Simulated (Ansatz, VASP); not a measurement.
**Two plane-wave programs on BeZn4O**

```
Be Zn O
1.0
     0.00000    3.33701    3.33701
     3.33701    0.00000    3.33701
     3.33701    3.33701    0.00000
Be Zn O
1 4 1
Direct
  0.75000 0.75000 0.75000
  0.86861 0.37713 0.37713
  0.37713 0.37713 0.37713
  0.37713 0.86861 0.37713
  0.37713 0.37713 0.86861
  0.00000 0.00000 0.00000
```

Change from the starting cell: species swapped into the NdMgCu4 type (F-43m, No. 216).

Alike in both runs: task single point; functional PBE; k mesh 4 × 4 × 4; occupations gaussian, width 0.1 eV; collinear spin.

```csv
,VASP,Ansatz
version,VASP 6.6.1,Ansatz 0.2.0
potentials or method,"VASP PAW PBE potentials, release 64 (Be, Zn, O), cutoff 520 eV","scalar-relativistic, plane waves, PAW"
valence electrons in the cell,56,56
```

VASP gave:

```
gap on the k mesh at the Fermi level (eV)                     : none
pressure (GPa)                                                : 16.0
rms of the force components (eV/Å)                            : 0.534
net moment per atom (μB)                                      : 0.22
size of the moment on the site where the two differ most (μB) : 0.55
```

Estimate Ansatz's values.

gap on the k mesh at the Fermi level (eV): none; pressure (GPa): 15.4; rms of the force components (eV/Å): 0.519; net moment per atom (μB): 0.22; size of the moment on the site where the two differ most (μB): 0.64.

Site moments also hang on the region over which each program counts them. Atom by atom the forces differ by 0.015 eV/Å (rms over components). A gap of «none» marks a metal or a gap that the smearing closes.

The k mesh is coarse, so the values compare programs but aren't converged.
